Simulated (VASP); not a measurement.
# CdF2 (R3m) in VASP: further runs, part 2 of 3

VASP 6.6.1.

### 3 Electric field gradients, PBE (shortest bond scaled by 0.76)

Input file INCAR:

```
PREC = Accurate
ENCUT = 520
EDIFF = 1E-8
ISMEAR = -1
SIGMA = 0.03
LREAL = False
LASPH = True
NELM = 100
ALGO = Normal
ISIF = 2
LWAVE = False
LCHARG = False
GGA = PE
LEFG = True
NBANDS = 20
```

Input file KPOINTS:

```
regular mesh
0
Gamma
  7 7 7
```

Input file POSCAR:

```
CdF2
1.0
    0.0000000000      2.7005188915      2.7005188915
    2.7005188915      0.0000000000      2.7005188915
    2.7005188915      2.7005188915      0.0000000000
Cd F
1 2
Direct
   -0.0900000000      0.0300000000      0.0300000000
    0.3400000000      0.2200000000      0.2200000000
    0.7500000000      0.7500000000      0.7500000000
```

Potentials or basis: VASP PAW PBE potentials, release 64 (Cd, F).

Launch:

```console
> cat potpaw_PBE.64/Cd/POTCAR potpaw_PBE.64/F/POTCAR > POTCAR
> mpirun -np 1 vasp_std > vasp.out
```

OUTCAR:

```text
PREC = Accurate
   ENCUT = 520
   EDIFF = 1E-8
   ISMEAR = -1
   LREAL = False
   LASPH = True
   NELM = 100
   ISIF = 2
   GGA = PE

 ion  position               nearest neighbor table
   1  0.910  0.030  0.030-   2 1.78   3 2.26   3 2.26   3 2.26   2 2.58   2 2.58   2 2.58   3 2.62

   2  0.340  0.220  0.220-   1 1.78   1 2.58   1 2.58   1 2.58
   3  0.750  0.750  0.750-   1 2.26   1 2.26   1 2.26   1 2.62

  LATTYP: Found a face centered cubic cell.
 ALAT       =     5.4010377830

  Lattice vectors:

 A1 = (   0.0000000000,   2.7005188915,   2.7005188915)
 A2 = (   2.7005188915,   0.0000000000,   2.7005188915)
 A3 = (   2.7005188915,   2.7005188915,   0.0000000000)

Analysis of symmetry for initial positions (statically):
=====================================================================
 Subroutine PRICEL returns:
 Original cell was already a primitive cell.

 Routine SETGRP: Setting up the symmetry group for a
 face centered cubic supercell.

 Subroutine GETGRP returns: Found  6 space group operations
 (whereof  6 operations were pure point group operations)
 out of a pool of 48 trial point group operations.

The static configuration has the point symmetry C_3v.

Analysis of symmetry for dynamics (positions and initial velocities):
=====================================================================
 Subroutine PRICEL returns:
 Original cell was already a primitive cell.

 Routine SETGRP: Setting up the symmetry group for a
 face centered cubic supercell.

 Subroutine GETGRP returns: Found  6 space group operations
[... 165 lines left out ...]
      5      -7.0439      2.00000
      6      -6.0456      2.00000
[... 541 lines left out ...]
     19      19.0345      0.00000
     20      19.0822      0.00000

 [... further k-points ...]

------------------------ aborting loop because EDIFF is reached ----------------------------------------

  FORCE on cell =-STRESS in cart. coord.  units (eV):
  Direction    XX          YY          ZZ          XY          YZ          ZX
  --------------------------------------------------------------------------------------
  -------------------------------------------------------------------------------------
  Total        7.1357229      7.1357229      7.1357229     -4.7355611      4.7355611     -4.7355611
  in kB      290.2531242    290.2531242    290.2531242   -192.6239877    192.6239877   -192.6239877
  external PRESSURE =     290.2531242 kB  Pullay stress =       0.0000000 kB

 VOLUME and BASIS-vectors are now :
 -----------------------------------------------------------------------------
  energy-cutoff  :      520.00
  volume of cell :       39.39
      direct lattice vectors                 reciprocal lattice vectors
     0.000000000  2.700518891  2.700518891    -0.185149603  0.185149603  0.185149603
     2.700518891  0.000000000  2.700518891     0.185149603 -0.185149603  0.185149603
     2.700518891  2.700518891  0.000000000     0.185149603  0.185149603 -0.185149603

 POSITION                                       TOTAL-FORCE (eV/Angst)
 -----------------------------------------------------------------------------------
      0.16203      2.53849      2.53849        -5.774924      5.774924      5.774924
      1.18823      1.51229      1.51229         5.824327     -5.824327     -5.824327
      4.05078      4.05078      4.05078        -0.049404      0.049404      0.049404
 -----------------------------------------------------------------------------------
    total drift:                               -0.000093      0.000101      0.000101

  FREE ENERGIE OF THE ION-ELECTRON SYSTEM (eV)
  ---------------------------------------------------
  free  energy   TOTEN  =        -9.1598600759 eV

  energy  without entropy=       -9.1598600759  energy(sigma->0) =       -9.15986008

 Electric field gradients (V/A^2)
---------------------------------------------------------------------
 ion       V_xx      V_yy      V_zz      V_xy      V_xz      V_yz
---------------------------------------------------------------------
   1       0.001    -0.000    -0.000   108.552   108.552  -108.555
   2      -0.003     0.002     0.002   -27.134   -27.134    27.139
   3      -0.000     0.000     0.000     6.406     6.406    -6.389
---------------------------------------------------------------------

 Electric field gradients after diagonalization (V/A^2)
 (convention: |V_zz| > |V_xx| > |V_yy|)
----------------------------------------------------------------------
 ion       V_xx      V_yy      V_zz     asymmetry (V_yy - V_xx)/ V_zz
----------------------------------------------------------------------
   1     108.555   108.552  -217.106       0.000
   2     -27.137   -27.134    54.271       0.000
   3       6.412     6.390   -12.801       0.002
----------------------------------------------------------------------

           NMR quadrupolar parameters

 Cq : quadrupolar parameter    Cq=e*Q*V_zz/h
 eta: asymmetry parameters     (V_yy - V_xx)/ V_zz
 Q  : nuclear electric quadrupole moment in mb (millibarn)
----------------------------------------------------------------------
 ion       Cq(MHz)       eta       Q (mb)
----------------------------------------------------------------------
   1      -0.525       0.000       1.000
   2       0.131       0.000       1.000
   3      -0.031       0.002       1.000
----------------------------------------------------------------------
```

Run time: 18 s. Hardware: 1 thread of Intel Xeon 6975P-C (Granite Rapids), shared host; peak memory 0.17 GiB.

What came out:

```yaml
Free_energy: -9.1599 eV
Pressure: 29.0 GPa
Largest_force: 10.088 eV/Å
Band_gap_on_the_k_mesh: 2.67 eV (least direct gap 3.18 eV)
Largest_electric_field_gradient_by_atom: Cd -217.1; F +54.3, -12.8 V/Å²
```

Forces on the atoms (eV/Å):
```
Cd  -5.775  5.775  5.775
F    5.824 -5.824 -5.824
F   -0.049  0.049  0.049
```

Levels at points of the mesh, in eV from the valence-band top:
```
           k point  band 10  band 11  band 12  band 13  band 14  band 15  band 16  band 17
(0.00, 0.00, 0.00)    -1.14    -1.04    -1.04    -0.51     2.67    12.23    12.23    13.64
```

Electric field gradients, principal values (V/Å²):
```tsv
atom	least	middle	greatest (by size)
1 Cd	108.552	108.555	-217.106
2 F	-27.134	-27.137	54.271
3 F	6.390	6.412	-12.801
```

Caveat: the cell differs from its parent crystal (shortest bond scaled by 0.76); the cell stands under pressure; without QUAD_EFG the Cq values of the log hold for a quadrupole moment of 1 mb, not for the nuclei; an odd mesh through Γ misses points on the zone boundary, where band edges can lie; forces of over 1 eV/Å act on the atoms, so gaps and moduli don't describe the material at rest.

### 4 Electric field gradients, PBE (shortest bond scaled by 0.7)

Input file INCAR:

```
SYSTEM = CdF2
PREC = Accurate ; ENCUT = 520
EDIFF = 1E-8 ; ISMEAR = -1
SIGMA = 0.03 ; LREAL = .False.
LASPH = .True. ; NELM = 80
ALGO = Normal ; ISIF = 2
LWAVE = .False. ; LCHARG = .False.
GGA = PE ; LEFG = .True.
NBANDS = 20
```

Input file KPOINTS:

```
regular mesh
0
Gamma
  7 7 7
  0 0 0
```

Input file POSCAR:

```
CdF2
1.0
    0.0000000000      2.7005188915      2.7005188915
    2.7005188915      0.0000000000      2.7005188915
    2.7005188915      2.7005188915      0.0000000000
Cd F
1 2
Direct
   -0.1125000000      0.0375000000      0.0375000000
    0.3625000000      0.2125000000      0.2125000000
    0.7500000000      0.7500000000      0.7500000000
```

Potentials or basis: VASP PAW PBE potentials, release 64 (Cd, F).

Launch:

```console
> cat potpaw_PBE.64/Cd/POTCAR potpaw_PBE.64/F/POTCAR > POTCAR
> mpirun -np 1 vasp_std > vasp.out
```

OUTCAR:

```text
SYSTEM = CdF2
   PREC = Accurate
   ENCUT = 520
   EDIFF = 1E-8
   ISMEAR = -1
   LREAL = .False.
   LASPH = .True.
   NELM = 80
   ISIF = 2
   GGA = PE

 ion  position               nearest neighbor table
   1  0.888  0.038  0.038-   2 1.64   3 2.25   3 2.25   3 2.25   2 2.66   2 2.66   2 2.66   3 2.69

   2  0.362  0.212  0.212-   1 1.64   1 2.66   1 2.66   1 2.66
   3  0.750  0.750  0.750-   1 2.25   1 2.25   1 2.25   1 2.69

  LATTYP: Found a face centered cubic cell.
 ALAT       =     5.4010377830

  Lattice vectors:

 A1 = (   0.0000000000,   2.7005188915,   2.7005188915)
 A2 = (   2.7005188915,   0.0000000000,   2.7005188915)
 A3 = (   2.7005188915,   2.7005188915,   0.0000000000)

Analysis of symmetry for initial positions (statically):
=====================================================================
 Subroutine PRICEL returns:
 Original cell was already a primitive cell.

 Routine SETGRP: Setting up the symmetry group for a
 face centered cubic supercell.

 Subroutine GETGRP returns: Found  6 space group operations
 (whereof  6 operations were pure point group operations)
 out of a pool of 48 trial point group operations.

The static configuration has the point symmetry C_3v.

Analysis of symmetry for dynamics (positions and initial velocities):
=====================================================================
 Subroutine PRICEL returns:
 Original cell was already a primitive cell.

 Routine SETGRP: Setting up the symmetry group for a
 face centered cubic supercell.

 Subroutine GETGRP returns: Found  6 space group operations
 (whereof  6 operations were pure point group operations)
 out of a pool of 48 trial point group operations.

The dynamic configuration has the point symmetry C_3v.

 Subroutine INISYM returns: Found  6 space group operations
 (whereof  6 operations are pure point group operations),
 and found     1 'primitive' translations

----------------------------------------------------------------------------------------

                                     Primitive cell

  volume of cell :      39.3887

  direct lattice vectors                    reciprocal lattice vectors
     0.000000000  2.700518891  2.700518891    -0.185149603  0.185149603  0.185149603
     2.700518891  0.000000000  2.700518891     0.185149603 -0.185149603  0.185149603
     2.700518891  2.700518891  0.000000000     0.185149603  0.185149603 -0.185149603

  length of vectors
     3.819110442  3.819110442  3.819110442     0.320688519  0.320688519  0.320688519

  position of ions in fractional coordinates (direct lattice)
     0.887500000  0.037500000  0.037500000
     0.362500000  0.212500000  0.212500000
     0.750000000  0.750000000  0.750000000

  ion indices of the primitive-cell ions
   primitive index   ion index
                 1           1
                 2           2
                 3           3

----------------------------------------------------------------------------------------

 KPOINTS: regular mesh

[... 76 lines left out ...]
   TEBEG  =    0.0;   TEEND  =   0.0 temperature during run
   PSTRESS=    0.0 pullay stress
   NELECT =      26.0000    total number of electrons
   NUPDOWN=      -1.0000    fix difference up-down
   EMIN   =  10.00;   EMAX   =-10.00  energy-range for DOS
   EFERMI =   0.00;   METHOD = LEGACY
   ISMEAR =    -1;   SIGMA  =   0.03  broadening in eV -4-tet -1-fermi 0-gaus
   EFERMI_NEDOS =   21; number of points for ismear=-14 and -15
   IALGO  =     38    algorithm
   IMIX   =      4    mixing-type and parameters
     AMIX     =   0.40;   BMIX     =  1.00
     AMIX_MAG =   1.60;   BMIX_MAG =  1.00
  volume/ion in A,a.u.               =      13.13        88.60
  Fermi-wavevector in a.u.,A,eV,Ry     =   1.425417  2.693648 27.644519  2.031815
  Thomas-Fermi vector in A             =   2.545804
   LORBIT       =      0    0 simple, 1 ext, 2 COOP (PROOUT), +10 PAW based schemes
   GGA     = PE    functional components
   LHFCALC =     F    Hartree Fock is set to
   AEXX    =    0.0000 exact exchange contribution
   IVDW    =     0    specifies the selected vdW correction
   LEPSILON=     F    determine dielectric tensor
   LRPA    =     F    only Hartree local field effects (RPA)
 non-spin polarized calculation
  energy-cutoff  :      520.00
  volume of cell :       39.39
 maximum number of plane-waves:      1073
   NGX = 15   NGY = 15   NGZ = 15

 number of electron      25.9999987 magnetization

 Free energy of the ion-electron system (eV)
  ---------------------------------------------------
  ext. energy  EPLUGINS =         0.00000000
  ---------------------------------------------------
  free energy    TOTEN  =        -7.11810309 eV

  energy without entropy =       -7.11810309  energy(sigma->0) =       -7.11810309

 E-fermi :   0.3715     XC(G=0): -10.2646

 val. band max:       -0.3139736180   @ k =   0.0000  -0.4286   0.4286
 cond. band min:       1.9207281167   @ k =   0.0000   0.0000   0.0000
 fundamental gap:      2.2347017348
 Fermi energy:         0.3714852641

 k-point     1 :       0.0000    0.0000    0.0000
  band No.  band energies     occupation
      1     -23.1355      2.00000
      2     -21.3563      2.00000
      3      -7.9832      2.00000
      4      -7.3311      2.00000
      5      -7.3311      2.00000
      6      -6.2601      2.00000
[... 541 lines left out ...]
     19      19.0064      0.00000
     20      19.0298      0.00000

 [... further k-points ...]

------------------------ aborting loop because EDIFF is reached ----------------------------------------

  FORCE on cell =-STRESS in cart. coord.  units (eV):
  Direction    XX          YY          ZZ          XY          YZ          ZX
  --------------------------------------------------------------------------------------
  -------------------------------------------------------------------------------------
  Total       12.6801653     12.6801653     12.6801653     -9.4793593      9.4793593     -9.4793593
  in kB      515.7792217    515.7792217    515.7792217   -385.5830299    385.5830299   -385.5830299
  external PRESSURE =     515.7792217 kB  Pullay stress =       0.0000000 kB

 VOLUME and BASIS-vectors are now :
 -----------------------------------------------------------------------------
  energy-cutoff  :      520.00
  volume of cell :       39.39
      direct lattice vectors                 reciprocal lattice vectors
     0.000000000  2.700518891  2.700518891    -0.185149603  0.185149603  0.185149603
     2.700518891  0.000000000  2.700518891     0.185149603 -0.185149603  0.185149603
     2.700518891  2.700518891  0.000000000     0.185149603  0.185149603 -0.185149603

 POSITION                                       TOTAL-FORCE (eV/Angst)
 -----------------------------------------------------------------------------------
      0.20254      2.49798      2.49798       -11.600277     11.600277     11.600277
      1.14772      1.55280      1.55280        11.661739    -11.661739    -11.661739
      4.05078      4.05078      4.05078        -0.061462      0.061462      0.061462
 -----------------------------------------------------------------------------------
    total drift:                               -0.001283      0.001287      0.001287

  FREE ENERGIE OF THE ION-ELECTRON SYSTEM (eV)
  ---------------------------------------------------
  free  energy   TOTEN  =        -7.1181030862 eV

  energy  without entropy=       -7.1181030862  energy(sigma->0) =       -7.11810309

 Electric field gradients (V/A^2)
---------------------------------------------------------------------
 ion       V_xx      V_yy      V_zz      V_xy      V_xz      V_yz
---------------------------------------------------------------------
   1      -0.001     0.000     0.000   180.923   180.923  -180.927
   2       0.003    -0.001    -0.001   -29.981   -29.981    29.994
   3       0.000    -0.000    -0.000     4.825     4.825    -4.808
---------------------------------------------------------------------

 Electric field gradients after diagonalization (V/A^2)
 (convention: |V_zz| > |V_xx| > |V_yy|)
----------------------------------------------------------------------
 ion       V_xx      V_yy      V_zz     asymmetry (V_yy - V_xx)/ V_zz
----------------------------------------------------------------------
   1     180.927   180.921  -361.848       0.000
   2     -29.996   -29.975    59.970       0.000
   3       4.831     4.808    -9.639       0.002
----------------------------------------------------------------------

           NMR quadrupolar parameters

 Cq : quadrupolar parameter    Cq=e*Q*V_zz/h
 eta: asymmetry parameters     (V_yy - V_xx)/ V_zz
 Q  : nuclear electric quadrupole moment in mb (millibarn)
----------------------------------------------------------------------
 ion       Cq(MHz)       eta       Q (mb)
----------------------------------------------------------------------
   1      -0.875       0.000       1.000
   2       0.145       0.000       1.000
   3      -0.023       0.002       1.000
----------------------------------------------------------------------
```

OSZICAR:

```text
N       E                     dE             d eps       ncg     rms          rms(c)
DAV:   1     0.199031330654E+03    0.19903E+03   -0.15002E+04  1760   0.131E+03
DAV:   2    -0.831448392631E+00   -0.19986E+03   -0.19236E+03  1900   0.348E+02
DAV:   3    -0.913933443705E+01   -0.83079E+01   -0.82875E+01  2052   0.780E+01
DAV:   4    -0.917452093502E+01   -0.35186E-01   -0.35185E-01  1912   0.519E+00
DAV:   5    -0.917465589048E+01   -0.13496E-03   -0.13496E-03  2032   0.289E-01    0.271E+01
DAV:   6    -0.708365987939E+01    0.20910E+01   -0.47796E+00  2384   0.411E+01    0.173E+01
DAV:   7    -0.713699368235E+01   -0.53334E-01   -0.13601E+00  1872   0.108E+01    0.885E+00
DAV:   8    -0.713106707495E+01    0.59266E-02   -0.23305E-01  1852   0.517E+00    0.949E-01
DAV:   9    -0.711705826241E+01    0.14009E-01   -0.49897E-02  2284   0.336E+00    0.173E-01
DAV:  10    -0.711795203495E+01   -0.89377E-03   -0.59014E-03  1828   0.672E-01    0.126E-01
DAV:  11    -0.711805582125E+01   -0.10379E-03   -0.56919E-04  1932   0.323E-01    0.367E-02
DAV:  12    -0.711809905680E+01   -0.43236E-04   -0.61291E-05  1952   0.816E-02    0.185E-02
DAV:  13    -0.711810310406E+01   -0.40473E-05   -0.10996E-05  1908   0.402E-02    0.124E-02
DAV:  14    -0.711810317607E+01   -0.72014E-07   -0.12463E-06  2028   0.115E-02    0.464E-03
DAV:  15    -0.711810310269E+01    0.73388E-07   -0.30218E-07  1904   0.662E-03    0.126E-03
DAV:  16    -0.711810307822E+01    0.24467E-07   -0.86944E-08  1868   0.318E-03    0.709E-04
DAV:  17    -0.711810308621E+01   -0.79881E-08   -0.44304E-09  1268   0.800E-04
   1 F= -.71181031E+01 E0= -.71181031E+01  d E =-.202094E-10
```

Wall time 19 s (1 thread of Intel Xeon 6975P-C (Granite Rapids), shared host); peak memory 0.17 GiB.

What came out:

```
Free energy                             : -7.1181 eV
Pressure                                : 51.6 GPa
Largest force                           : 20.199 eV/Å
Band gap on the k mesh                  : 2.23 eV (least direct gap 2.87 eV)
Largest electric field gradient by atom : Cd -361.8; F +60.0, -9.6 V/Å²
```

Forces on the atoms (eV/Å):
```
Cd  -11.600  11.600  11.600
F    11.662 -11.662 -11.662
F    -0.061   0.061   0.061
```

Stress tensor (GPa, compression positive):
```
 51.58 -38.56 -38.56
-38.56  51.58  38.56
-38.56  38.56  51.58
```

Electric field gradients, principal values (V/Å²):
```csv
atom,least,middle,greatest (by size)
1 Cd,180.921,180.927,-361.848
2 F,-29.975,-29.996,59.970
3 F,4.808,4.831,-9.639
```

Caveat: the cell differs from its parent crystal (shortest bond scaled by 0.7); the cell stands under pressure; without QUAD_EFG the Cq values of the log hold for a quadrupole moment of 1 mb, not for the nuclei; an odd mesh through Γ misses points on the zone boundary, where band edges can lie; forces of over 1 eV/Å act on the atoms, so gaps and moduli don't describe the material at rest.

[end of part 2 of 3]
